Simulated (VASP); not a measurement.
# W12C13 in VASP: a series of runs

W12C13 is run at these levels: PBE; tasks: single point.

Program: VASP 6.6.1. These are calculated values, not measurements. Logs are shortened: lines on timing, memory, paths and dates and some standing lists are left out, and cuts for length are marked.

## (1) The cell of the first run

The cell holds a slab with vacuum, 25 atoms: a = 5.799 Å, b = 5.799 Å, c = 20.076 Å, α = 90.00°, β = 90.00°, γ = 120.00°.

## (2) Single point, PBE

INCAR

```
SYSTEM = W12C13
PREC = Accurate
ENCUT = 520
EDIFF = 1E-7
ISMEAR = -1
SIGMA = 0.1
LREAL = Auto
LASPH = .TRUE.
NELM = 60
ALGO = Normal
ISIF = 2
LWAVE = .FALSE.
LCHARG = .FALSE.
GGA = PE
NBANDS = 128
```

KPOINTS

```
Automatic mesh
0
G
  3 3 1
  0 0 0
```

POSCAR

```
W12C13
1.0
    5.7990000000      0.0000000000      0.0000000000
   -2.8995000000      5.0220810000      0.0000000000
    0.0000000000      0.0000000000     20.0755000000
W C
12 13
Direct
    0.0000000000      0.0000000000      0.0498120097
   -0.0052073118      0.0010356265      0.1921265722
   -0.0149881781      0.0002588568      0.3391927474
    0.0000000498      0.5000000996      0.0498120097
   -0.0052103841      0.4998216875      0.1921075938
   -0.0144576989      0.5001327139      0.3389181340
    0.5000000000      0.0000000000      0.0498120097
    0.4948860712      0.0005826270      0.1924571742
    0.4837419774     -0.0004318927      0.3409103634
    0.5000000498      0.5000000996      0.0498120097
    0.4955751627      0.5004495149      0.1896978407
    0.4888515970      0.5017959686      0.3247190855
    0.3333333831      0.1666667662      0.1203009140
    0.3245871360      0.1639123304      0.2602904037
    0.3307195377      0.2087762025      0.4018591318
    0.3333333333      0.6666666667      0.1203009140
    0.3244728294      0.6709397957      0.2600309830
    0.3317289116      0.6428056417      0.4017467062
    0.8333333831      0.1666667662      0.1203009140
    0.8225867940      0.1666269421      0.2636058878
    0.8155100688      0.1686852522      0.3949544968
    0.8333333333      0.6666666667      0.1203009140
    0.8273647274      0.6685563216      0.2597202560
    0.7782387409      0.6489903289      0.3976070334
    1.4310798838      0.4753320387      0.4258552963
```

Potentials or basis: VASP PAW PBE potentials, release 64 (W_sv, C).

The run is started by

```sh
cat potpaw_PBE.64/W_sv/POTCAR potpaw_PBE.64/C/POTCAR > POTCAR
mpirun -np 1 vasp_std > vasp.out
```

OUTCAR:

```text
SYSTEM = W12C13
   PREC = Accurate
   ENCUT = 520
   EDIFF = 1E-7
   ISMEAR = -1
   LREAL = Auto
   LASPH = .TRUE.
   NELM = 60
   ISIF = 2
   GGA = PE

 ion  position               nearest neighbor table
   1  0.000  0.000  0.050-  22 2.19  13 2.19  19 2.19   2 2.86  10 2.90   4 2.90   7 2.90   7 2.90
                            10 2.90   4 2.90
   2  0.995  0.001  0.192-  14 2.15  23 2.15  19 2.19  22 2.21  20 2.22  13 2.23   1 2.86   5 2.89
                             8 2.90  11 2.90  11 2.90   8 2.90   5 2.91   3 2.95
   3  0.985  0.000  0.339-  21 2.03  24 2.13  15 2.15  20 2.24  23 2.31  14 2.33   9 2.89   6 2.90
                            12 2.90   6 2.90   9 2.91  12 2.93   2 2.95
   4  0.000  0.500  0.050-  16 2.19  22 2.19  19 2.19   5 2.86   7 2.90   1 2.90  10 2.90  10 2.90
                             1 2.90   7 2.90
   5  0.995  0.500  0.192-  17 2.15  23 2.17  22 2.19  20 2.20  19 2.21  16 2.23   4 2.86   2 2.89
                             8 2.90  11 2.90   8 2.90  11 2.90   2 2.91   6 2.95
   6  0.986  0.500  0.339-  21 2.01  24 2.15  18 2.16  20 2.26  23 2.28  17 2.32   9 2.89   3 2.90
                            12 2.90   3 2.90   9 2.91  12 2.93   5 2.95
   7  0.500  0.000  0.050-  16 2.19  19 2.19  13 2.19   8 2.86  10 2.90   4 2.90   1 2.90   1 2.90
                             4 2.90  10 2.90
   8  0.495  0.001  0.192-  17 2.14  14 2.16  20 2.18  13 2.19  16 2.22  19 2.23   7 2.86   5 2.90
                            11 2.90   2 2.90   2 2.90   5 2.90  11 2.90   9 2.98
   9  0.484  1.000  0.341-  21 1.99  18 2.17  15 2.20  14 2.29  20 2.30  17 2.32   6 2.89   3 2.89
                             3 2.91   6 2.91  12 2.92  12 2.92   8 2.98
  10  0.500  0.500  0.050-  22 2.19  16 2.19  13 2.19  11 2.81   1 2.90   7 2.90   4 2.90   4 2.90
                             7 2.90   1 2.90
  11  0.496  0.500  0.190-  16 2.16  13 2.18  23 2.18  22 2.20  14 2.21  17 2.22  12 2.71  10 2.81
                             5 2.90   8 2.90   2 2.90   2 2.90   5 2.90   8 2.90
  12  0.489  0.502  0.325-  25 2.05  24 2.06  17 2.12  14 2.13  15 2.14  23 2.14  18 2.15  11 2.71
                             3 2.90   6 2.90   9 2.92   9 2.92   6 2.93   3 2.93
  13  0.333  0.167  0.120-  11 2.18  10 2.19   1 2.19   7 2.19   8 2.19   2 2.23
  14  0.325  0.164  0.260-  12 2.13   2 2.15   8 2.16  11 2.21   9 2.29   3 2.33
  15  0.331  0.209  0.402-  25 1.44  12 2.14   3 2.15   9 2.20
  16  0.333  0.667  0.120-  11 2.16   4 2.19  10 2.19   7 2.19   8 2.22   5 2.23
  17  0.324  0.671  0.260-  12 2.12   8 2.14   5 2.15  11 2.22   9 2.32   6 2.32
  18  0.332  0.643  0.402-  25 1.44  12 2.15   6 2.16   9 2.17
  19  0.833  0.167  0.120-   2 2.19   4 2.19   7 2.19   1 2.19   5 2.21   8 2.23
  20  0.823  0.167  0.264-   8 2.18   5 2.20   2 2.22   3 2.24   6 2.26   9 2.30
  21  0.816  0.169  0.395-   9 1.99   6 2.01   3 2.03
  22  0.833  0.667  0.120-   5 2.19  10 2.19   4 2.19   1 2.19  11 2.20   2 2.21
  23  0.827  0.669  0.260-  12 2.14   2 2.15   5 2.17  11 2.18   6 2.28   3 2.31
  24  0.778  0.649  0.398-  25 1.83  12 2.06   3 2.13   6 2.15
  25  0.431  0.475  0.426-  15 1.44  18 1.44  24 1.83  12 2.05

  LATTYP: Found a hexagonal cell.
 ALAT       =     5.7990000000
 C/A-ratio  =     3.4618899810

  Lattice vectors:

 A1 = (   5.7990000000,   0.0000000000,   0.0000000000)
 A2 = (  -2.8995000000,   5.0220810000,   0.0000000000)
 A3 = (   0.0000000000,   0.0000000000,  20.0755000000)

Analysis of symmetry for initial positions (statically):
=====================================================================
 Subroutine PRICEL returns:
 Original cell was already a primitive cell.

 Routine SETGRP: Setting up the symmetry group for a
 hexagonal supercell.

 Subroutine GETGRP returns: Found  1 space group operations
 (whereof  1 operations were pure point group operations)
 out of a pool of 24 trial point group operations.

The static configuration has the point symmetry C_1 .

Analysis of symmetry for dynamics (positions and initial velocities):
=====================================================================
 Subroutine PRICEL returns:
 Original cell was already a primitive cell.

 Routine SETGRP: Setting up the symmetry group for a
 hexagonal supercell.

 Subroutine GETGRP returns: Found  1 space group operations
 (whereof  1 operations were pure point group operations)
 out of a pool of 24 trial point group operations.

The dynamic configuration has the point symmetry C_1 .

 Subroutine INISYM returns: Found  1 space group operations
 (whereof  1 operations are pure point group operations),
 and found     1 'primitive' translations

----------------------------------------------------------------------------------------

                                     Primitive cell
[... 72 lines left out ...]
 generate k-points for:    3    3    1

 Generating k-lattice:

  Cartesian coordinates                     Fractional coordinates (reciprocal lattice)
     0.057481175  0.033186774  0.000000000     0.333333333 -0.000000000  0.000000000
     0.000000000  0.066373548  0.000000000     0.000000000  0.333333333  0.000000000
     0.000000000  0.000000000  0.049811960     0.000000000  0.000000000  1.000000000

  Length of vectors
     0.066373545  0.066373548  0.049811960

  Shift w.r.t. Gamma in fractional coordinates (k-lattice)
     0.000000000  0.000000000  0.000000000

 Subroutine IBZKPT returns following result:
 ===========================================

 Found      5 irreducible k-points:

 Following reciprocal coordinates:
            Coordinates               Weight
  0.000000  0.000000  0.000000      1.000000
  0.333333  0.000000  0.000000      2.000000
  0.000000  0.333333  0.000000      2.000000
 -0.333333  0.333333  0.000000      2.000000
  0.333333  0.333333  0.000000      2.000000
   k-points           NKPTS =      5   k-points in BZ     NKDIM =      5   number of bands    NBANDS=    128
   number of dos      NEDOS =    301   number of ions     NIONS =     25
   total plane-waves  NPLWV = 345600
   dimension x,y,z NGX =    48 NGY =   48 NGZ =  150
   dimension x,y,z NGXF=    96 NGYF=   96 NGZF=  300
   ions per type =              12  13
   NGX,Y,Z   is equivalent  to a cutoff of  13.76, 13.76, 12.42 a.u.
   NGXF,Y,Z  is equivalent  to a cutoff of  27.52, 27.52, 24.84 a.u.
 SYSTEM =  W12C13
   PREC   = accura    normal or accurate (medium, high low for compatibility)
   ISTART =      0    job   : 0-new  1-cont  2-samecut
   ICHARG =      2    charge: 1-file 2-atom 10-const
   ISPIN  =      1    spin polarized calculation?
   LNONCOLLINEAR =      F non collinear calculations
   LSORBIT =      F    spin-orbit coupling
   LASPH  =      T    aspherical Exc in radial PAW
   ENCUT  =  520.0 eV  38.22 Ry    6.18 a.u.  10.78 10.78 37.33*2*pi/ulx,y,z
   NELM   =     60;   NELMIN=  2; NELMDL= -5     # of ELM steps
   EDIFF  = 0.1E-06   stopping-criterion for ELM
   LREAL  =      T    real-space projection
   EDIFFG = 0.1E-05   stopping-criterion for IOM
   NSW    =      0    number of steps for IOM
   IBRION =     -1    ionic relax: 0-MD 1-quasi-New 2-CG
   NFREE  =      0    steps in history (QN), initial steepest desc. (CG)
   ISIF   =      2    stress and relaxation
   ISYM   =      2    0-nonsym 1-usesym 2-fastsym
   POTIM  = 0.5000    time-step for ionic-motion
   TEBEG  =    0.0;   TEEND  =   0.0 temperature during run
   PSTRESS=    0.0 pullay stress
   NELECT =     220.0000    total number of electrons
   NUPDOWN=      -1.0000    fix difference up-down
   EMIN   =  10.00;   EMAX   =-10.00  energy-range for DOS
   EFERMI =   0.00;   METHOD = LEGACY
   ISMEAR =    -1;   SIGMA  =   0.10  broadening in eV -4-tet -1-fermi 0-gaus
   EFERMI_NEDOS =   21; number of points for ismear=-14 and -15
   IALGO  =     38    algorithm
   IMIX   =      4    mixing-type and parameters
     AMIX     =   0.40;   BMIX     =  1.00
     AMIX_MAG =   1.60;   BMIX_MAG =  1.00
  volume/ion in A,a.u.               =      23.39       157.82
  Fermi-wavevector in a.u.,A,eV,Ry     =   1.181902  2.233470 19.005862  1.396891
  Thomas-Fermi vector in A             =   2.318166
   LORBIT       =      0    0 simple, 1 ext, 2 COOP (PROOUT), +10 PAW based schemes
   GGA     = PE    functional components
   LHFCALC =     F    Hartree Fock is set to
   AEXX    =    0.0000 exact exchange contribution
   IVDW    =     0    specifies the selected vdW correction
   LEPSILON=     F    determine dielectric tensor
   LRPA    =     F    only Hartree local field effects (RPA)
 non-spin polarized calculation
  energy-cutoff  :      520.00
  volume of cell :      584.66
 maximum number of plane-waves:     15795
 NGX is ok and might be reduce to    48
   NGX = 21   NGY = 21   NGZ = 75

 number of electron     219.9999996 magnetization

 Free energy of the ion-electron system (eV)
  ---------------------------------------------------
  ext. energy  EPLUGINS =         0.00000000
  ---------------------------------------------------
  free energy    TOTEN  =      -262.09245946 eV

  energy without entropy =     -261.84042386  energy(sigma->0) =     -261.96644166

 E-fermi :   1.6475     XC(G=0):  -7.0239

 val. band max:        1.6409703683   @ k =   0.0000   0.3333   0.0000
 cond. band min:       1.6953575362   @ k =   0.0000   0.0000   0.0000
 fundamental gap:      0.0543871679
 Fermi energy:         1.6474626660

 k-point     1 :       0.0000    0.0000    0.0000
  band No.  band energies     occupation
      1     -72.3799      2.00000
      2     -72.3530      2.00000
      3     -72.3291      2.00000
      4     -72.3244      2.00000
      5     -72.3066      2.00000
      6     -72.2951      2.00000
[... 614 lines left out ...]
    121       3.8420      0.00000
    122       3.8832      0.00000
 [bands above 122 left out]

------------------------ aborting loop because EDIFF is reached ----------------------------------------

  FORCE on cell =-STRESS in cart. coord.  units (eV):
  Direction    XX          YY          ZZ          XY          YZ          ZX
  --------------------------------------------------------------------------------------
  -------------------------------------------------------------------------------------
  Total       -0.9287275     -0.8656738     -1.0983373      0.8108710      1.0943520      7.0071273
  in kB       -2.5450464     -2.3722565     -3.0098380      2.2220772      2.9989168     19.2020413
  external PRESSURE =      -2.6423803 kB  Pullay stress =       0.0000000 kB

 VOLUME and BASIS-vectors are now :
 -----------------------------------------------------------------------------
  energy-cutoff  :      520.00
  volume of cell :      584.66
      direct lattice vectors                 reciprocal lattice vectors
     5.799000000  0.000000000  0.000000000     0.172443525  0.099560322  0.000000000
    -2.899500000  5.022081000  0.000000000     0.000000000  0.199120643  0.000000000
     0.000000000  0.000000000 20.075500000     0.000000000  0.000000000  0.049811960

 POSITION                                       TOTAL-FORCE (eV/Angst)
 -----------------------------------------------------------------------------------
      0.00000      0.00000      1.00000        -0.064686      0.023724      0.812709
      5.76580      0.00520      3.85704        -0.001188     -0.000445      0.049355
      5.71133      0.00130      6.80946        -0.016154     -0.293317      0.256295
     -1.44975      2.51104      1.00000        -0.037808     -0.020230      0.811952
      4.31955      2.51015      3.85666         0.010928     -0.027700      0.038560
      4.26503      2.51171      6.80395        -0.289461      0.048171      0.269094
[... 17 lines left out ...]
      2.63126      3.25928      7.98216        -0.571005     -0.369514      0.514165
      1.12161      2.38716      8.54926         2.100591      1.252937      0.488607
 -----------------------------------------------------------------------------------
    total drift:                               -0.008758     -0.005201      0.023217

  FREE ENERGIE OF THE ION-ELECTRON SYSTEM (eV)
  ---------------------------------------------------
  free  energy   TOTEN  =      -262.0924594581 eV

  energy  without entropy=     -261.8404238604  energy(sigma->0) =     -261.96644166
```

Wall time 19 min (1 thread of Intel Xeon Platinum 8559C (Emerald Rapids), shared host); peak memory 0.8 GiB.

What came out:

- Free energy: -262.0925 eV
- Largest force: 2.494 eV/Å
- Band gap on the k mesh: zero (bands 110 and 111 overlap by 0.69 eV)

Forces on the atoms (eV/Å):
```
W   -0.065  0.024  0.813
W   -0.001  0.000  0.049
W   -0.016 -0.293  0.256
W   -0.038 -0.020  0.812
W    0.011 -0.028  0.039
W   -0.289  0.048  0.269
W   -0.044  0.004  0.854
W    0.038  0.006 -0.034
W    0.014 -0.077  0.035
W   -0.029  0.004  0.511
W    0.011 -0.008 -0.236
W   -0.338 -0.182 -0.397
C   -0.165 -0.191 -0.853
C   -0.003 -0.125 -0.142
C   -0.135 -0.210 -0.297
C   -0.373  0.149 -0.877
C   -0.070  0.007 -0.129
C   -0.072 -0.181 -0.286
C   -0.177  0.025 -0.797
C    0.077  0.016  0.127
C    0.120  0.021  0.121
C   -0.022  0.108 -0.853
C    0.037  0.019  0.013
C   -0.571 -0.370  0.514
C    2.101  1.253  0.489
```

Levels at points of the mesh, in eV from the Fermi level:
```
           k point  band 108  band 109  band 110  band 111  band 112  band 113  band 114  band 115
(0.00, 0.00, 0.00)      0.13      0.45      0.55      0.57      0.60      0.98      1.00      1.55
```

Caveat: the k points lie up to 0.42 Å⁻¹ apart, too coarse for converged energies and pressures of a metal; spin-orbit coupling is left out, which moves the levels of the heavy elements.

(Continued in part 2 of 3.)
